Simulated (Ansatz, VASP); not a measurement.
# Mn in VASP and in Ansatz

File INCAR:

```
SYSTEM = Mn
PREC = Accurate ; ENCUT = 520
EDIFF = 1E-8 ; ISMEAR = -1
SIGMA = 0.05 ; LREAL = .False.
LASPH = .True. ; NELM = 150
ALGO = Normal ; ISIF = 2
LWAVE = .False. ; LCHARG = .False.
ISPIN = 2 ; MAGMOM = 4
LORBIT = 11 ; LMAXMIX = 4
GGA = PE ; LEFG = .True.
NBANDS = 16
```

File KPOINTS:

```
regular mesh
0
Gamma
  14 14 14
  0 0 0
```

Contents of POSCAR:

```
Mn
1.0
    2.3325505822      0.0000000000      0.0000000000
    0.0000000000      2.3325505822      0.0000000000
    0.0000000000      0.0000000000      2.3325505822
Mn
1
Direct
    0.0000000000      0.0000000000      0.0000000000
```

Input for Ansatz:

```yaml
crystal:
  lattice:
    - [2.3325505822, 0.0, 0.0]
    - [0.0, 2.3325505822, 0.0]
    - [0.0, 0.0, 2.3325505822]
  atoms:
    - { symbol: Mn, position: [0.0, 0.0, 0.0], spin: 4.0 }
magnetization:
  spin_polarized: true
kpoints:
  mp_grid: { grid: [14, 14, 14] }
scf:
  occupations: { method: fermi_dirac, width: 0.05 }
hamiltonian:
  xc: pbe
  pseudopotentials: { kind: all_electron, datasets: crystal }
output:
  forces: true
  stress: true
  eigenvalues: true
  efg: { contact_densities: true }
```

Change from the starting cell: volume scaled by 1.06, crystal datasets.

Alike in both runs: task electric field gradients; functional PBE; k mesh 14 × 14 × 14; occupations fermi-dirac, width 0.05 eV; collinear spin.

```csv
,VASP,Ansatz
version,VASP 6.6.1,Ansatz 0.2.0
potentials or method,"VASP PAW PBE potentials, release 64 (Mn_pv), cutoff 520 eV","all-electron PAW with datasets made for the crystal, scalar-relativistic"
```

```csv
,VASP,Ansatz,Ansatz less VASP
pressure (GPa),-10.1,-10.1,-0.03
net moment per atom (μB),0.57,0.58,+0.005
size of the moment on the site where the two differ most (μB),0.57,0.57,-0.007
```

Site moments also hang on the region over which each program counts them. Ansatz ran all-electron here, and VASP with PAW potentials.
